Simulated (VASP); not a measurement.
# HgTe (F-43m) in VASP: further runs

The runs below take HgTe through relaxation of cell and atoms, single point, with PBEsol, LDA, r2SCAN, HSE06.

Program: VASP 6.6.1. These are calculated values, not measurements. Logs are shortened: lines on timing, memory, paths and dates and some standing lists are left out, and cuts for length are marked.

**1. The cell of the first run**

It takes space group F-43m (No. 216, cubic). Conventional cell: a = 6.654 Å, b = 6.654 Å, c = 6.654 Å, α = 90.00°, β = 90.00°, γ = 90.00°. Within 3.8 Å of Hg (site symmetry -43m) lie 4 Te at 2.88 Å. Within 3.8 Å of Te (site symmetry -43m) lie 4 Hg at 2.88 Å.

**2. Relaxation of cell and atoms, PBEsol**

Contents of INCAR:

```
ALGO     = Normal         # electronic algorithm
EDIFF    = 1E-7           # SCF threshold, eV
EDIFFG   = -0.005         # ionic threshold
ENCUT    = 600            # plane-wave cutoff, eV
GGA      = PS             # functional
IBRION   = 2              # ionic algorithm
ISIF     = 3              # what is computed and relaxed
ISMEAR   = -1             # smearing method
LASPH    = True           # aspherical terms in the spheres
LCHARG   = False          # write CHGCAR
LREAL    = False          # projectors in reciprocal space
LWAVE    = False          # write WAVECAR
NELM     = 60             # most SCF steps
NSW      = 80             # ionic steps
PREC     = Accurate       # precision mode
SIGMA    = 0.02           # smearing width, eV
```

Contents of KPOINTS:

```
k-points
0
Gamma
  6 6 6
```

Contents of POSCAR:

```
HgTe
1.0
    0.0000000000      3.3268548961      3.3268548961
    3.3268548961      0.0000000000      3.3268548961
    3.3268548961      3.3268548961      0.0000000000
Hg Te
1 1
Direct
    0.0000000000      0.0000000000      0.0000000000
    0.2500000000      0.2500000000      0.2500000000
```

Potentials or basis: VASP PAW PBE potentials, release 64 (Hg, Te).

The run is started by

```bash
> cat potpaw_PBE.64/Hg/POTCAR potpaw_PBE.64/Te/POTCAR > POTCAR
> mpirun -np 1 vasp_std > vasp.out
```

OUTCAR:

```text
EDIFF = 1E-7
   EDIFFG = -0.005
   ENCUT = 600
   GGA = PS
   IBRION = 2
   ISIF = 3
   ISMEAR = -1
   LASPH = True
   LREAL = False
   NELM = 60
   NSW = 80
   PREC = Accurate

 ion  position               nearest neighbor table
   1  0.000  0.000  0.000-   2 2.88   2 2.88   2 2.88   2 2.88
   2  0.250  0.250  0.250-   1 2.88   1 2.88   1 2.88   1 2.88

  LATTYP: Found a face centered cubic cell.
 ALAT       =     6.6537097922

  Lattice vectors:

 A1 = (   0.0000000000,   3.3268548961,   3.3268548961)
 A2 = (   3.3268548961,   0.0000000000,   3.3268548961)
 A3 = (   3.3268548961,   3.3268548961,   0.0000000000)

Analysis of symmetry for initial positions (statically):
=====================================================================
 Subroutine PRICEL returns:
 Original cell was already a primitive cell.

 Routine SETGRP: Setting up the symmetry group for a
 face centered cubic supercell.

 Subroutine GETGRP returns: Found 24 space group operations
 (whereof 24 operations were pure point group operations)
 out of a pool of 48 trial point group operations.

The static configuration has the point symmetry T_d .

Analysis of symmetry for dynamics (positions and initial velocities):
=====================================================================
 Subroutine PRICEL returns:
 Original cell was already a primitive cell.

 Routine SETGRP: Setting up the symmetry group for a
 face centered cubic supercell.

 Subroutine GETGRP returns: Found 24 space group operations
 (whereof 24 operations were pure point group operations)
 out of a pool of 48 trial point group operations.

The dynamic configuration has the point symmetry T_d .

 Subroutine INISYM returns: Found 24 space group operations
 (whereof 24 operations are pure point group operations),
 and found     1 'primitive' translations

----------------------------------------------------------------------------------------

                                     Primitive cell

  volume of cell :      73.6430

  direct lattice vectors                    reciprocal lattice vectors
     0.000000000  3.326854896  3.326854896    -0.150292097  0.150292097  0.150292097
     3.326854896  0.000000000  3.326854896     0.150292097 -0.150292097  0.150292097
     3.326854896  3.326854896  0.000000000     0.150292097  0.150292097 -0.150292097

  length of vectors
     4.704883314  4.704883314  4.704883314     0.260313549  0.260313549  0.260313549

  position of ions in fractional coordinates (direct lattice)
     0.000000000  0.000000000  0.000000000
     0.250000000  0.250000000  0.250000000

  ion indices of the primitive-cell ions
   primitive index   ion index
                 1           1
                 2           2

----------------------------------------------------------------------------------------

 KPOINTS: k-points

Automatic generation of k-mesh.
 Grid dimensions read from file:
 generate k-points for:    6    6    6

 Generating k-lattice:

  Cartesian coordinates                     Fractional coordinates (reciprocal lattice)
    -0.025048683  0.025048683  0.025048683     0.166666667  0.000000000  0.000000000
     0.025048683 -0.025048683  0.025048683     0.000000000  0.166666667  0.000000000
     0.025048683  0.025048683 -0.025048683     0.000000000  0.000000000  0.166666667

  Length of vectors
     0.043385591  0.043385591  0.043385591

  Shift w.r.t. Gamma in fractional coordinates (k-lattice)
     0.000000000  0.000000000  0.000000000

 Subroutine IBZKPT returns following result:
 ===========================================

 Found     16 irreducible k-points:

 Following reciprocal coordinates:
            Coordinates               Weight
  0.000000  0.000000  0.000000      1.000000
  0.166667  0.000000  0.000000      8.000000
  0.333333  0.000000  0.000000      8.000000
  0.500000  0.000000  0.000000      4.000000
  0.166667  0.166667  0.000000      6.000000
  0.333333  0.166667  0.000000     24.000000
[... 8 lines left out ...]
 -0.333333  0.333333  0.166667     24.000000
 -0.333333  0.500000  0.166667     12.000000
   k-points           NKPTS =     16   k-points in BZ     NKDIM =     16   number of bands    NBANDS=     13
   number of dos      NEDOS =    301   number of ions     NIONS =      2
   total plane-waves  NPLWV =  64000
   dimension x,y,z NGX =    40 NGY =   40 NGZ =   40
   dimension x,y,z NGXF=    80 NGYF=   80 NGZF=   80
   ions per type =               1   1
   NGX,Y,Z   is equivalent  to a cutoff of  14.13, 14.13, 14.13 a.u.
   NGXF,Y,Z  is equivalent  to a cutoff of  28.27, 28.27, 28.27 a.u.
 SYSTEM =  unknown system
   PREC   = accura    normal or accurate (medium, high low for compatibility)
   ISTART =      0    job   : 0-new  1-cont  2-samecut
   ICHARG =      2    charge: 1-file 2-atom 10-const
   ISPIN  =      1    spin polarized calculation?
   LNONCOLLINEAR =      F non collinear calculations
   LSORBIT =      F    spin-orbit coupling
   LASPH  =      T    aspherical Exc in radial PAW
   ENCUT  =  600.0 eV  44.10 Ry    6.64 a.u.   9.40  9.40  9.40*2*pi/ulx,y,z
   NELM   =     60;   NELMIN=  2; NELMDL= -5     # of ELM steps
   EDIFF  = 0.1E-06   stopping-criterion for ELM
   LREAL  =      F    real-space projection
   EDIFFG = -.5E-02   stopping-criterion for IOM
   NSW    =     80    number of steps for IOM
   IBRION =      2    ionic relax: 0-MD 1-quasi-New 2-CG
   NFREE  =      1    steps in history (QN), initial steepest desc. (CG)
   ISIF   =      3    stress and relaxation
   ISYM   =      2    0-nonsym 1-usesym 2-fastsym
   POTIM  = 0.5000    time-step for ionic-motion
   TEBEG  =    0.0;   TEEND  =   0.0 temperature during run
   PSTRESS=    0.0 pullay stress
   NELECT =      18.0000    total number of electrons
   NUPDOWN=      -1.0000    fix difference up-down
   EMIN   =  10.00;   EMAX   =-10.00  energy-range for DOS
   EFERMI =   0.00;   METHOD = LEGACY
   ISMEAR =    -1;   SIGMA  =   0.02  broadening in eV -4-tet -1-fermi 0-gaus
   EFERMI_NEDOS =   21; number of points for ismear=-14 and -15
   IALGO  =     38    algorithm
   IMIX   =      4    mixing-type and parameters
     AMIX     =   0.40;   BMIX     =  1.00
     AMIX_MAG =   1.60;   BMIX_MAG =  1.00
  volume/ion in A,a.u.               =      36.82       248.48
  Fermi-wavevector in a.u.,A,eV,Ry     =   1.023580  1.934286 14.255043  1.047716
  Thomas-Fermi vector in A             =   2.157321
   LORBIT       =      0    0 simple, 1 ext, 2 COOP (PROOUT), +10 PAW based schemes
   GGA     = PS    functional components
   LHFCALC =     F    Hartree Fock is set to
   AEXX    =    0.0000 exact exchange contribution
   IVDW    =     0    specifies the selected vdW correction
   LEPSILON=     F    determine dielectric tensor
   LRPA    =     F    only Hartree local field effects (RPA)
 conjugate gradient relaxation of ions
 non-spin polarized calculation
  energy-cutoff  :      600.00
  volume of cell :       73.64
 maximum number of plane-waves:      2485
 NGX is ok and might be reduce to    40
   NGX = 19   NGY = 19   NGZ = 19

--------------------------------------- Ionic step        1  -------------------------------------------

 number of electron      18.0000002 magnetization

 Free energy of the ion-electron system (eV)
  ---------------------------------------------------
  ext. energy  EPLUGINS =         0.00000000
  ---------------------------------------------------
  free energy    TOTEN  =        -4.33322273 eV

  energy without entropy =       -4.33286900  energy(sigma->0) =       -4.33304587

------------------------ aborting loop because EDIFF is reached ----------------------------------------

  FORCE on cell =-STRESS in cart. coord.  units (eV):
  Direction    XX          YY          ZZ          XY          YZ          ZX
  --------------------------------------------------------------------------------------
  -------------------------------------------------------------------------------------
  Total       -1.0012681     -1.0012681     -1.0012681      0.0000000     -0.0000000      0.0000000
  in kB      -21.7835874    -21.7835874    -21.7835874      0.0000000     -0.0000000      0.0000000
  external PRESSURE =     -21.7835874 kB  Pullay stress =       0.0000000 kB

 VOLUME and BASIS-vectors are now :
 -----------------------------------------------------------------------------
  energy-cutoff  :      600.00
  volume of cell :       73.64
      direct lattice vectors                 reciprocal lattice vectors
     0.000000000  3.326854896  3.326854896    -0.150292097  0.150292097  0.150292097
     3.326854896  0.000000000  3.326854896     0.150292097 -0.150292097  0.150292097
     3.326854896  3.326854896  0.000000000     0.150292097  0.150292097 -0.150292097
[... 37 lines left out ...]
 POSITION                                       TOTAL-FORCE (eV/Angst)
 -----------------------------------------------------------------------------------
      3.24650      3.24650      0.00000        -0.000000     -0.000000     -0.000000
      1.62325      1.62325      1.62325         0.000000      0.000000      0.000000
 -----------------------------------------------------------------------------------
    total drift:                                0.000000      0.000000      0.000000

  FREE ENERGIE OF THE ION-ELECTRON SYSTEM (eV)
  ---------------------------------------------------
  free  energy   TOTEN  =        -4.3632525209 eV

  energy  without entropy=       -4.3628988872  energy(sigma->0) =       -4.36307570

--------------------------------------- Ionic step        3  -------------------------------------------

 number of electron      17.9999998 magnetization

 Free energy of the ion-electron system (eV)
  ---------------------------------------------------
  ext. energy  EPLUGINS =         0.00000000
  ---------------------------------------------------
  free energy    TOTEN  =        -4.36468650 eV

  energy without entropy =       -4.36433286  energy(sigma->0) =       -4.36450968

 E-fermi :   2.7016     XC(G=0):  -8.8167

 val. band max:        2.6877272113   @ k =   0.0000   0.0000   0.0000
 cond. band min:       3.3215395462   @ k =   0.5000   0.0000   0.0000
 fundamental gap:      0.6338123349
 Fermi energy:         2.7015903690

 k-point     1 :       0.0000    0.0000    0.0000
  band No.  band energies     occupation
      1      -9.1514      2.00000
      2      -4.5141      2.00000
      3      -4.5141      2.00000
      4      -4.5141      2.00000
      5      -4.0103      2.00000
      6      -4.0103      2.00000
      7       1.8196      2.00000
      8       2.6877      1.33334
      9       2.6877      1.33334
     10       2.6877      1.33334
     11       6.9106      0.00000
     12       6.9106      0.00000
     13       6.9106      0.00000

 k-point     2 :       0.1667    0.0000    0.0000
  band No.  band energies     occupation
      1      -9.0243      2.00000
      2      -4.4798      2.00000
      3      -4.4798      2.00000
      4      -4.4596      2.00000
      5      -4.0129      2.00000
      6      -4.0129      2.00000
      7       0.3108      2.00000
      8       2.4107      2.00000
      9       2.4107      2.00000
     10       3.4196      0.00000
     11       6.9082      0.00000
[... 246 lines left out ...]
 POSITION                                       TOTAL-FORCE (eV/Angst)
 -----------------------------------------------------------------------------------
      0.00000      0.00000      0.00000         0.000000      0.000000     -0.000000
      1.62999      1.62999      1.62999        -0.000000     -0.000000      0.000000
 -----------------------------------------------------------------------------------
    total drift:                                0.000000      0.000000      0.000000

  FREE ENERGIE OF THE ION-ELECTRON SYSTEM (eV)
  ---------------------------------------------------
  free  energy   TOTEN  =        -4.3646864990 eV

  energy  without entropy=       -4.3643328588  energy(sigma->0) =       -4.36450968

 reached required accuracy - stopping structural energy minimisation
```

It took 83 s on 1 thread of AMD EPYC 7R43 (Zen 3), shared host; peak memory 0.21 GiB.

What came out:

* Free energy: -4.3647 eV
* Relaxed volume: 34.65 Å³/atom
* Relaxed cell: a = 4.610 Å, b = 4.610 Å, c = 4.610 Å, α = 60.00°, β = 60.00°, γ = 60.00°
* Space group after relaxing (to 0.1 Å): F-43m (No. 216)
* Energy gained by relaxing: 15.7 meV/atom
* Ionic steps: 3
* Pressure after relaxing: 0.0 GPa
* Band gap on the k mesh: zero (filled and empty bands touch)

Step by step:
| step | energy change (eV) | largest force (eV/Å) | pressure (GPa) | volume (Å³) |
| --- | --- | --- | --- | --- |
| 1 | 0.0000 | 0.0000 | -2.18 | 73.64 |
| 2 | -0.0300 | 0.0000 | 0.54 | 68.43 |
| 3 | -0.0315 | 0.0000 | 0.00 | 69.29 |

Final structure:
```
Hg Te
1.0
     0.00000    3.25998    3.25998
     3.25998    0.00000    3.25998
     3.25998    3.25998    0.00000
Hg Te
1 1
Direct
  0.00000 0.00000 0.00000
  0.25000 0.25000 0.25000
```

Levels at points of the mesh, in eV from the Fermi level:
| k point | band 7 | band 8 | band 9 | band 10 | band 11 | band 12 |
| --- | --- | --- | --- | --- | --- | --- |
| (0.00, 0.00, 0.00) | -0.88 | -0.01 | -0.01 | -0.01 | 4.21 | 4.21 |
| (0.50, 0.00, 0.00) | -5.38 | -0.96 | -0.96 | 0.62 | 4.99 | 4.99 |
| (0.50, 0.50, 0.00) | -5.35 | -2.20 | -2.20 | 1.84 | 2.43 | 7.99 |

Caveat: semilocal functionals underestimate gaps, and a narrow one can read as zero; the PAW data sets were made with another functional, which shifts forces and pressure a little; spin-orbit coupling is left out, which moves the levels of the heavy elements.

**3. Relaxation of cell and atoms, LDA**

Contents of INCAR:

```
SYSTEM = HgTe
PREC     = Accurate       ! precision mode
ENCUT    = 600            ! plane-wave cutoff, eV
EDIFF    = 1E-7           ! SCF threshold, eV
ISMEAR   = -1             ! smearing method
SIGMA    = 0.02           ! smearing width, eV
LREAL    = .FALSE.        ! projectors in reciprocal space
LASPH    = .TRUE.         ! aspherical terms in the spheres
NELM     = 100            ! most SCF steps
ALGO     = Normal         ! electronic algorithm
ISIF     = 3              ! what is computed and relaxed
LWAVE    = .FALSE.        ! write WAVECAR
LCHARG   = .FALSE.        ! write CHGCAR
IBRION   = 2              ! ionic algorithm
NSW      = 80             ! ionic steps
EDIFFG   = -0.005         ! ionic threshold
```

Contents of KPOINTS:

```
Automatic mesh
0
G
  6 6 6
  0 0 0
```

POSCAR is that of step 2.

Potentials or basis: VASP PAW LDA potentials, release 64 (Hg, Te).

The run is started by

```bash
> cat potpaw_LDA.64/Hg/POTCAR potpaw_LDA.64/Te/POTCAR > POTCAR
> mpirun -np 1 vasp_std > vasp.out
```

Wall time 96 s (1 thread of AMD EPYC 7R43 (Zen 3), shared host); peak memory 0.16 GiB.

Results (log left out):

```
Free energy                           : -5.0251 eV
Relaxed volume                        : 33.56 Å³/atom
Relaxed cell                          : a = 4.562 Å, b = 4.562 Å, c = 4.562 Å, α = 60.00°, β = 60.00°, γ = 60.00°
Space group after relaxing (to 0.1 Å) : F-43m (No. 216)
Energy gained by relaxing             : 38.3 meV/atom
Ionic steps                           : 3
Pressure after relaxing               : 0.0 GPa
Band gap on the k mesh                : zero (filled and empty bands touch)
```

The path:
```csv
step,energy change (eV),largest force (eV/Å),pressure (GPa),volume (Å³)
1,0.0000,0.0000,-3.44,73.64
2,-0.0708,0.0000,1.20,65.54
3,-0.0766,0.0000,0.01,67.13
```

Final structure:
```
Hg Te
1.0
     0.00000    3.22572    3.22572
     3.22572    0.00000    3.22572
     3.22572    3.22572    0.00000
Hg Te
1 1
Cartesian
  0.0000 0.0000 0.0000
  1.6129 1.6129 1.6129
```

Levels at points of the mesh, in eV from the Fermi level:
```csv
k point,band 7,band 8,band 9,band 10,band 11,band 12
"(0.00, 0.00, 0.00)",-0.87,-0.01,-0.01,-0.01,4.13,4.13
"(0.50, 0.00, 0.00)",-5.60,-1.02,-1.02,0.58,4.93,4.93
"(0.50, 0.50, 0.00)",-5.53,-2.33,-2.33,1.80,2.29,8.03
```

Caveat: semilocal functionals underestimate gaps, and a narrow one can read as zero; spin-orbit coupling is left out, which moves the levels of the heavy elements.

[end of part 1 of 2]

The gap in the log of VASP goes by the Fermi energy; the results here count the filled bands.